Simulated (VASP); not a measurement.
# Mg16O16F (a cell with a defect) in VASP: notebook

Runs on Mg16O16F (a cell with a defect). Level: PBE. Tasks: single point.

Everything below comes from runs of VASP 6.6.1. Logs are shortened: lines on timing, memory, paths and dates and some standing lists are left out, and cuts for length are marked.

**1. The cell of the first run**

The cell holds a defect, 33 atoms: a = 7.369 Å, b = 7.369 Å, c = 7.369 Å, α = 109.47°, β = 109.47°, γ = 109.47°.

**2. Single point, PBE, collinear spin**

The input, INCAR:

```
SYSTEM = Mg16O16F
PREC = Accurate
ENCUT = 520
EDIFF = 1E-6
ISMEAR = -1
SIGMA = 0.01
LREAL = Auto
LASPH = .True.
NELM = 200
ALGO = Normal
ISIF = 2
LWAVE = .False.
LCHARG = .False.
ISPIN = 2
MAGMOM = 0 0 0 0 0 0 0 0 0 0 0 0 0 0 0 0 0.03 0 0 0 0 0.19 0 0 0 0 0.57 0 0 0 0 0.06 0.18
LORBIT = 11
NUPDOWN = 1.0
GGA = PE
NBANDS = 94
GGA_COMPAT = .False.
ISYM = -1
```

The input, KPOINTS:

```
explicit points
1
Reciprocal
  0.25000000   0.25000000   0.25000000 1
```

The input, POSCAR:

```
Mg16O16F
1.0
   -4.2543812300      4.2543812300      4.2543812300
    4.2543812300     -4.2543812300      4.2543812300
    4.2543812300      4.2543812300     -4.2543812300
Mg O F
16 16 1
Direct
    0.0035425833      0.0041081180      0.0068543458
    0.0051307109      0.2508094461      0.7510575163
    0.0057072929      0.5054227357      0.5055050038
    0.0061688172      0.7604407845      0.2631833960
    0.2503199508      0.0057162249      0.7511302648
    0.2509803288      0.2515097830      0.4960882408
    0.2351537030      0.5124913312      0.2399138546
    0.2551145375      0.7557704226      0.0058828767
    0.5046228544      0.0059425798      0.5054763275
    0.5123054052      0.2357794109      0.2400128115
    0.5071723438      0.5077315321      0.0073411381
    0.4975226444      0.7776573892      0.7740166717
    0.7599921881      0.0068849025      0.2634358416
    0.7551429518      0.2556686722      0.0058038992
    0.7770019472      0.4977584014      0.7734223433
    0.7524062436      0.7529051410      0.5035024800
    0.0066670095      0.0071892946      0.5095925548
   -0.0104558096      0.2519800042      0.2510995001
    0.0060415366      0.5043316252      0.0053135812
    0.0165095689      0.7557651339      0.7578009176
    0.2512843683     -0.0099472750      0.2510675330
    0.2440635768      0.2447110270     -0.0172637326
    0.2585018691      0.5079410808      0.7536692945
    0.2564009761      0.7566301246      0.5074555813
    0.5035829852      0.0066049558      0.0051450490
    0.5073030326      0.2590161625      0.7535800923
    0.4068449456      0.4073067049      0.3689510684
    0.5036526781      0.7573492656      0.2570724016
    0.7553204159      0.0171686542      0.7579417137
    0.7561161838      0.2568131394      0.5073300636
    0.7568068835      0.5042696891      0.2570400819
    0.7691129034      0.7699322940      0.0414375183
    0.6289092010      0.6294772037      0.6685274183
```

Potentials or basis: VASP PAW PBE potentials, release 64 (Mg, O, F).

Run with:

```console
$ cat potpaw_PBE.64/Mg/POTCAR potpaw_PBE.64/O/POTCAR potpaw_PBE.64/F/POTCAR > POTCAR
$ mpirun -np 1 vasp_std > vasp.out
```

OUTCAR:

```text
SYSTEM = Mg16O16F
   PREC = Accurate
   ENCUT = 520
   EDIFF = 1E-6
   ISMEAR = -1
   LREAL = Auto
   LASPH = .True.
   NELM = 200
   ISIF = 2
   ISPIN = 2
   LORBIT = 11
   NUPDOWN = 1.0
   GGA = PE
   ISYM = -1

 ion  position               nearest neighbor table
   1  0.004  0.004  0.007-  32 2.15  22 2.15  21 2.15  18 2.15  29 2.17  20 2.17  33 2.68   6 2.94
                             8 3.01  14 3.01   4 3.01  13 3.01   2 3.02   5 3.02  16 3.03  12 3.05
   2  0.005  0.251  0.751-  22 2.03  17 2.07  29 2.09  30 2.12  19 2.16  23 2.16  15 2.86  13 2.93
                             7 2.95   5 2.95  16 3.00   3 3.01   9 3.01   6 3.01  11 3.02   1 3.02
   3  0.006  0.505  0.506-  20 2.09  18 2.09  31 2.11  23 2.12  24 2.13  30 2.13  12 2.97  10 2.97
                             7 2.98   4 2.99  15 2.99  13 3.00   6 3.00  14 3.01   2 3.01   5 3.01
   4  0.006  0.760  0.263-  32 2.00  21 2.07  17 2.10  24 2.12  31 2.13  19 2.19   7 2.87   5 2.94
                            15 2.95   6 2.96  13 2.96  16 2.97   3 2.99   9 3.00  11 3.00   1 3.01
   5  0.250  0.006  0.751-  22 2.03  17 2.07  20 2.09  24 2.12  25 2.15  26 2.16  12 2.86   4 2.94
                            10 2.95   2 2.95  16 3.00   9 3.01   3 3.01   6 3.01  11 3.02   1 3.02
   6  0.251  0.252  0.496-  27 2.02  17 2.14  26 2.15  23 2.16  21 2.16  18 2.16  33 2.69   1 2.94
                            13 2.96   4 2.96   3 3.00   9 3.00   2 3.01   5 3.01  11 3.08   7 3.11
   7  0.235  0.512  0.240-  27 1.86  19 1.94  24 2.10  28 2.12  18 2.20  22 2.27   4 2.87   8 2.87
                            14 2.89   2 2.95   9 2.97   3 2.98  11 3.04   1 3.06   6 3.11  16 3.12
   8  0.255  0.756  0.006-  21 2.06  20 2.07  28 2.12  19 2.13  25 2.13  23 2.14  12 2.86   7 2.87
                            15 2.88  10 2.89   9 3.01   1 3.01  11 3.01   3 3.01   5 3.04  13 3.04
   9  0.505  0.006  0.505-  29 2.09  21 2.09  28 2.11  26 2.12  24 2.13  30 2.13  15 2.97   7 2.97
[... 10 lines left out ...]
                            12 2.88   7 2.89   3 3.01   1 3.01  11 3.01   9 3.01   2 3.04   4 3.04
  15  0.777  0.498  0.773-  33 1.84  19 1.93  30 2.08  26 2.09  20 2.19  32 2.33  14 2.86   2 2.86
                             8 2.88   4 2.95   9 2.97   3 2.99  11 3.04   1 3.05  16 3.16   6 3.17
  16  0.752  0.753  0.504-  33 2.01  31 2.13  28 2.13  17 2.14  20 2.19  29 2.20  27 2.50  13 2.97
                             4 2.97  11 2.99   2 3.00   5 3.00   3 3.01   9 3.01   1 3.03  10 3.12
  17  0.007  0.007  0.510-   2 2.07   5 2.07  13 2.10   4 2.10   6 2.14  16 2.14
  18  0.990  0.252  0.251-  14 2.06  13 2.08   3 2.09   1 2.15   6 2.16   7 2.20
  19  0.006  0.504  0.005-  15 1.93   7 1.94   8 2.13  14 2.13   2 2.16   4 2.19
  20  0.017  0.756  0.758-   8 2.07   5 2.09   3 2.09   1 2.17  15 2.19  16 2.19
  21  0.251  0.990  0.251-   8 2.06   4 2.07   9 2.09   1 2.15   6 2.16  10 2.21
  22  0.244  0.245  0.983-   2 2.03   5 2.03  11 2.14   1 2.15   7 2.27  10 2.28
  23  0.259  0.508  0.754-  12 2.09   3 2.12  11 2.14   8 2.14   6 2.16   2 2.16
  24  0.256  0.757  0.507-  12 2.08   7 2.10   4 2.12   5 2.12   9 2.13   3 2.13
  25  0.504  0.007  0.005-  12 1.93  10 1.94  14 2.13   8 2.13   5 2.15  13 2.19
  26  0.507  0.259  0.754-  15 2.09   9 2.12  11 2.14  14 2.14   6 2.15   5 2.16
  27  0.407  0.407  0.369-   7 1.86  10 1.86  33 1.90   6 2.02  16 2.50
  28  0.504  0.757  0.257-   9 2.11   7 2.12   8 2.12  16 2.13  13 2.13  11 2.14
  29  0.755  0.017  0.758-  14 2.07   2 2.09   9 2.09   1 2.17  12 2.19  16 2.20
  30  0.756  0.257  0.507-  15 2.08  10 2.09  13 2.12   2 2.12   3 2.13   9 2.13
  31  0.757  0.504  0.257-   3 2.11  10 2.12  14 2.12  16 2.13   4 2.13  11 2.14
  32  0.769  0.770  0.041-  13 1.99   4 2.00  11 2.09   1 2.15  12 2.33  15 2.33
  33  0.629  0.629  0.669-  15 1.84  12 1.84  27 1.90  16 2.01   1 2.68   6 2.69

IMPORTANT INFORMATION: All symmetrisations will be switched off!
NOSYMM: (Re-)initialisation of all symmetry stuff for point group C_1.

----------------------------------------------------------------------------------------

                                     Primitive cell

  volume of cell :     308.0131

  direct lattice vectors                    reciprocal lattice vectors
    -4.254381230  4.254381230  4.254381230     0.000000000  0.117525904  0.117525904
     4.254381230 -4.254381230  4.254381230     0.117525904  0.000000000  0.117525904
     4.254381230  4.254381230 -4.254381230     0.117525904  0.117525904  0.000000000

  length of vectors
     7.368804445  7.368804445  7.368804445     0.166206727  0.166206727  0.166206727

  position of ions in fractional coordinates (direct lattice)
     0.003542583  0.004108118  0.006854346
     0.005130711  0.250809446  0.751057516
     0.005707293  0.505422736  0.505505004
     0.006168817  0.760440784  0.263183396
     0.250319951  0.005716225  0.751130265
     0.250980329  0.251509783  0.496088241
[... 25 lines left out ...]
[... 63 lines left out ...]
     AMIX     =   0.40;   BMIX     =  1.00
     AMIX_MAG =   1.60;   BMIX_MAG =  1.00
  volume/ion in A,a.u.               =       9.33        62.99
  Fermi-wavevector in a.u.,A,eV,Ry     =   1.243549  2.349967 21.040253  1.546415
  Thomas-Fermi vector in A             =   2.377855
   LORBIT       =     11    0 simple, 1 ext, 2 COOP (PROOUT), +10 PAW based schemes
   GGA     = PE    functional components
   LHFCALC =     F    Hartree Fock is set to
   AEXX    =    0.0000 exact exchange contribution
   IVDW    =     0    specifies the selected vdW correction
   LEPSILON=     F    determine dielectric tensor
   LRPA    =     F    only Hartree local field effects (RPA)
 spin polarized calculation
  energy-cutoff  :      520.00
  volume of cell :      308.01
 maximum number of plane-waves:      8280
 NGX is ok and might be reduce to    54
   NGX = 27   NGY = 27   NGZ = 27

 number of electron     135.0000000 magnetization       0.9999998

 Free energy of the ion-electron system (eV)
  ---------------------------------------------------
  ext. energy  EPLUGINS =         0.00000000
  ---------------------------------------------------
  free energy    TOTEN  =      -190.03375378 eV

  energy without entropy =     -190.03375378  energy(sigma->0) =     -190.03375378

 E-fermi :   3.4718     XC(G=0): -11.0515

 val. band max:        3.7289148778   @ k =   0.2500   0.2500   0.2500
 cond. band min:       5.1113365165   @ k =   0.2500   0.2500   0.2500
 fundamental gap:      1.3824216387
 Fermi energy:         3.9865472453

 spin component 1

 k-point     1 :       0.2500    0.2500    0.2500
  band No.  band energies     occupation
      1     -20.3960      1.00000
      2     -13.9321      1.00000
      3     -13.6906      1.00000
      4     -13.5526      1.00000
      5     -13.4654      1.00000
      6     -13.0771      1.00000
[... 71 lines left out ...]
     78      12.6372      0.00000
     79      12.7373      0.00000
 Fermi energy:         3.4718460162

 spin component 2

 k-point     1 :       0.2500    0.2500    0.2500
  band No.  band energies     occupation
      1     -20.0987      1.00000
      2     -13.6890      1.00000
      3     -13.6574      1.00000
      4     -13.4942      1.00000
      5     -13.2693      1.00000
      6     -13.0309      1.00000
[... 71 lines left out ...]
     78      12.6452      0.00000
     79      12.7390      0.00000
 [bands above 79 left out]

------------------------ aborting loop because EDIFF is reached ----------------------------------------

  FORCE on cell =-STRESS in cart. coord.  units (eV):
  Direction    XX          YY          ZZ          XY          YZ          ZX
  --------------------------------------------------------------------------------------
  -------------------------------------------------------------------------------------
  Total       19.4530422     19.3823786      8.1442533      1.0646385      1.9998471      1.9982341
  in kB      101.1879759    100.8204084     42.3635797      5.5378802     10.4025105     10.3941204
  external PRESSURE =      81.4573213 kB  Pullay stress =       0.0000000 kB

 VOLUME and BASIS-vectors are now :
 -----------------------------------------------------------------------------
  energy-cutoff  :      520.00
  volume of cell :      308.01
      direct lattice vectors                 reciprocal lattice vectors
    -4.254381230  4.254381230  4.254381230     0.000000000  0.117525904  0.117525904
     4.254381230 -4.254381230  4.254381230     0.117525904  0.000000000  0.117525904
     4.254381230  4.254381230 -4.254381230     0.117525904  0.117525904  0.000000000

 POSITION                                       TOTAL-FORCE (eV/Angst)
 -----------------------------------------------------------------------------------
      0.03157      0.02675      0.00339        -0.004119     -0.005283     -0.000342
      4.24050      2.15007     -2.10642         0.017442      0.004006     -0.007345
      4.27659      0.02463      0.02393        -0.002386      0.003653     -0.004724
      4.32864     -2.08928      2.14177        -0.014497     -0.002796     -0.006114
      2.15496      4.23623     -2.10632         0.001018      0.013071     -0.009515
      2.11280      2.10830      0.02724        -0.012180     -0.011508     -0.104156
[... 25 lines left out ...]
      0.17978      0.17281      6.37139        -0.030287     -0.021847     -0.033221
      2.84659      2.84175      2.50949        -0.027420     -0.030051      0.356251
 -----------------------------------------------------------------------------------
    total drift:                               -0.014852     -0.015450     -0.016661

  FREE ENERGIE OF THE ION-ELECTRON SYSTEM (eV)
  ---------------------------------------------------
  free  energy   TOTEN  =      -190.0337537756 eV

  energy  without entropy=     -190.0337537756  energy(sigma->0) =     -190.03375378

 total charge

# of ion       s       p       d       tot
------------------------------------------
    1        0.138   0.156   0.067   0.361
    2        0.151   0.181   0.081   0.412
    3        0.148   0.176   0.078   0.402
    4        0.153   0.184   0.083   0.420
    5        0.151   0.181   0.081   0.412
    6        0.143   0.167   0.073   0.383
[... 25 lines left out ...]
   32        1.547   3.551   0.000   5.098
   33        1.757   4.446   0.000   6.203
--------------------------------------------------
tot         28.907  64.099   1.307  94.313

 magnetization (x)

# of ion       s       p       d       tot
------------------------------------------
    1       -0.000  -0.001  -0.000  -0.001
    2        0.000   0.000   0.001   0.001
    3        0.000   0.000   0.000   0.000
    4       -0.000   0.000   0.000   0.000
    5        0.000   0.000   0.001   0.001
    6       -0.000  -0.001  -0.000  -0.001
[... 25 lines left out ...]
   32        0.001   0.036   0.000   0.037
   33        0.005   0.151   0.000   0.155
--------------------------------------------------
tot          0.016   0.867   0.002   0.886
```

Run time: 2.2 min. Hardware: 1 thread of AMD EPYC 9R45 (Zen 5), shared host; peak memory 0.52 GiB.

Results:

```
Free energy                                           : -190.0338 eV
Pressure                                              : 8.1 GPa
Largest force                                         : 0.359 eV/Å
Net moment                                            : 1.00 μB per cell
Site moments                                          : Mg -0.00, +0.00 (each value once); O +0.02, +0.01, +0.00, +0.12, +0.54, -0.00, +0.04 (each value once); F +0.15 μB
Valence electrons inside the program's atomic spheres : Mg 0.36, 0.41, 0.40, 0.42, 0.38, 0.47, 0.45 (each value once); O 5.10, 5.09, 5.14, 5.07, 5.08, 5.05 (each value once); F 6.20
```

Forces on the atoms (eV/Å):
```
Mg  -0.004 -0.005  0.000
Mg   0.017  0.004 -0.007
Mg  -0.002  0.004 -0.005
Mg  -0.014 -0.003 -0.006
Mg   0.001  0.013 -0.010
Mg  -0.012 -0.012 -0.104
Mg  -0.020  0.016  0.002
Mg   0.000 -0.002 -0.008
Mg   0.003  0.000 -0.001
Mg   0.033 -0.032 -0.008
Mg   0.002 -0.001 -0.012
Mg  -0.047  0.030 -0.009
Mg  -0.006 -0.017 -0.007
Mg  -0.003  0.000 -0.001
Mg   0.041 -0.030 -0.015
Mg   0.023  0.016  0.084
O   -0.008 -0.008 -0.002
O    0.003 -0.025 -0.037
O    0.002 -0.016  0.001
O   -0.021  0.048  0.053
O   -0.028  0.005 -0.033
O    0.006  0.013  0.007
O   -0.026  0.011  0.009
O   -0.007 -0.004  0.001
O   -0.001  0.012  0.004
O    0.010 -0.021  0.014
O    0.051  0.063 -0.238
O   -0.009  0.029 -0.023
O    0.045 -0.022  0.052
O    0.000 -0.006  0.002
O    0.028 -0.008 -0.026
O   -0.030 -0.022 -0.033
F   -0.027 -0.030  0.356
```

Caveat: the total moment is fixed, so each spin has its own Fermi level.

**3. Single point, PBE, collinear spin**

The input, INCAR:

```
  PREC = Accurate
  ENCUT = 520
  EDIFF = 1E-6
  ISMEAR = -1
  SIGMA = 0.01
  LREAL = Auto
  LASPH = True
  NELM = 200
  ALGO = Normal
  ISIF = 2
  LWAVE = False
  LCHARG = False
  ISPIN = 2
  MAGMOM = 0 0 0 0 0 0 0 0 0 0 0 0 0 0 0 0 0.03 0 0 0 0 0.19 0 0 0 0 0.57 0 0 0 0 0.06 0.18
  LORBIT = 11
  NUPDOWN = 1.0
  GGA = PE
  NBANDS = 94
  GGA_COMPAT = False
  ISYM = -1
```

KPOINTS is that of step 2.

The input, POSCAR:

```
Mg16O16F
1.0
   -4.2543812300      4.2543812300      4.2543812300
    4.2543812300     -4.2543812300      4.2543812300
    4.2543812300      4.2543812300     -4.2543812300
Mg O F
16 16 1
Direct
    0.0033211645      0.0038817631      0.0073409030
    0.0039600353      0.2496393582      0.7510559885
    0.0032452428      0.5045669121      0.5054762100
    0.0064544051      0.7607301333      0.2631848063
    0.2491248298      0.0045235720      0.7511287370
    0.2543160665      0.2548160217      0.5035028325
    0.2311330242      0.5084780566      0.2399156175
    0.2538459629      0.7543736272      0.0058030766
    0.5037942968      0.0035104988      0.5055052389
    0.5079484849      0.2314170844      0.2400146919
    0.5064586090      0.5070250839      0.0068574014
    0.5000681380      0.7802068786      0.7740190223
    0.7602653183      0.0071570925      0.2634374870
    0.7538246637      0.2544810729      0.0058826416
    0.7793752653      0.5001306618      0.7734236360
    0.7482830823      0.7488142994      0.4960867129
    0.0061151078      0.0066388033      0.5095927898
    0.0034326966      0.2571321047      0.2570714614
    0.0046943372      0.5029844258      0.0053121709
   -0.0017231648      0.7499895584      0.7535799748
    0.2564814813      0.0039439343      0.2570392593
    0.2417360938      0.2423850718     -0.0172669058
    0.2444896082      0.5063355594      0.7579401858
    0.2545376029      0.7547688668      0.5074558163
    0.5022516518      0.0052766780      0.0051438738
    0.5057486350      0.2450095428      0.7577989197
    0.4653387633      0.4658012277      0.3689348498
    0.5028308194      0.7652689837      0.2511002052
    0.7494393021     -0.0011188466      0.7536690594
    0.7542301281      0.2549274363      0.5073306512
    0.7647269542      0.5034963686      0.2510681207
    0.7752163762      0.7760370596      0.0414392812
    0.5427808123      0.5433504604      0.6685264781
```

Potentials or basis: VASP PAW PBE potentials, release 64 (Mg, O, F).

Run with:

```console
$ cat potpaw_PBE.64/Mg/POTCAR potpaw_PBE.64/O/POTCAR potpaw_PBE.64/F/POTCAR > POTCAR
$ mpirun -np 1 vasp_std > vasp.out
```

It took 1.9 min on 1 thread of AMD EPYC 9R45 (Zen 5), shared host; peak memory 0.52 GiB.

The run converged. Its results:

- Free energy: -190.0337 eV
- Pressure: 8.1 GPa
- Largest force: 0.355 eV/Å
- Net moment: 1.00 μB per cell
- Site moments: Mg -0.00, +0.00 (each value once); O +0.02, -0.00, +0.00, +0.12, +0.54, +0.01, +0.04 (each value once); F +0.15 μB
- Valence electrons inside the program's atomic spheres: Mg 0.38, 0.41, 0.40, 0.42, 0.36, 0.47, 0.45 (each value once); O 5.10, 5.09, 5.14, 5.08, 5.07, 5.05 (each value once); F 6.20

Forces in eV/Å, atoms in the order of the input:
```
Mg   0.000 -0.002  0.013
Mg   0.018  0.004  0.006
Mg   0.002 -0.001 -0.001
Mg  -0.015 -0.003  0.008
Mg   0.001  0.013  0.008
Mg   0.021  0.016 -0.084
Mg  -0.020  0.015 -0.002
Mg  -0.003 -0.001 -0.001
Mg  -0.004  0.004  0.003
Mg   0.031 -0.033  0.008
Mg  -0.004 -0.004  0.001
Mg  -0.048  0.029  0.010
Mg  -0.007 -0.017  0.008
Mg  -0.001 -0.004  0.007
Mg   0.039 -0.028  0.016
Mg  -0.012 -0.012  0.104
O   -0.008 -0.009  0.003
O   -0.009  0.029  0.020
O    0.002 -0.015 -0.002
O    0.016 -0.021 -0.016
O    0.027 -0.008  0.023
O    0.005  0.013 -0.004
O    0.045 -0.021 -0.049
O   -0.005 -0.003 -0.002
O    0.001  0.013 -0.004
O   -0.018  0.047 -0.049
O    0.050  0.064  0.237
O    0.001 -0.023  0.036
O   -0.022  0.015 -0.010
O    0.003 -0.007 -0.002
O   -0.025  0.004  0.032
O   -0.032 -0.025  0.033
F   -0.030 -0.029 -0.352
```

Stress tensor (GPa, compression positive):
```
10.12  0.56 -1.03
 0.56 10.08 -1.03
-1.03 -1.03  4.23
```

Caveat: the total moment is fixed, so each spin has its own Fermi level.
